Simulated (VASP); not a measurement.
Mo, 1 atom in the cell. It takes space group I4/mmm (No. 139, tetragonal). Conventional cell: a = 3.142 Å, b = 3.142 Å, c = 3.299 Å, α = 90.00°, β = 90.00°, γ = 90.00°. Mo (site symmetry 4/mmm) has 14 Mo at 2.77 to 3.30 Å within 3.6 Å.  This cell differs from its parent crystal: strain +0.0500 x Voigt [1, 0, 0, 0, 0, 0].

```yaml
Program: VASP 6.6.1
Task: single point
Functional: PBE
Potentials_or_basis: VASP PAW PBE potentials, release 64 (Mo_sv)
Cutoff: 520 eV
k_mesh: 22 × 22 × 22
Occupations: gaussian, width 0.15 eV
Spin: no spin polarisation
Dipole_correction: no
Further_INCAR_settings: ALGO = Fast; EDIFF = 1e-06; NBANDS = 13
```

Potentials or basis: VASP PAW PBE potentials, release 64 (Mo_sv).

Run with:

```console
$ cat potpaw_PBE.64/Mo_sv/POTCAR > POTCAR
$ mpirun -np 1 vasp_std > vasp.out
```

Hardware: 1 thread of Intel Xeon 8259CL, on a shared host.

Question: How long does it take, and how much memory?

Answer: Run time: 3 min on 1 thread of Intel Xeon 8259CL (shared host), peak memory 0.28 GiB. Counts: scf iterations 12, k points 834.
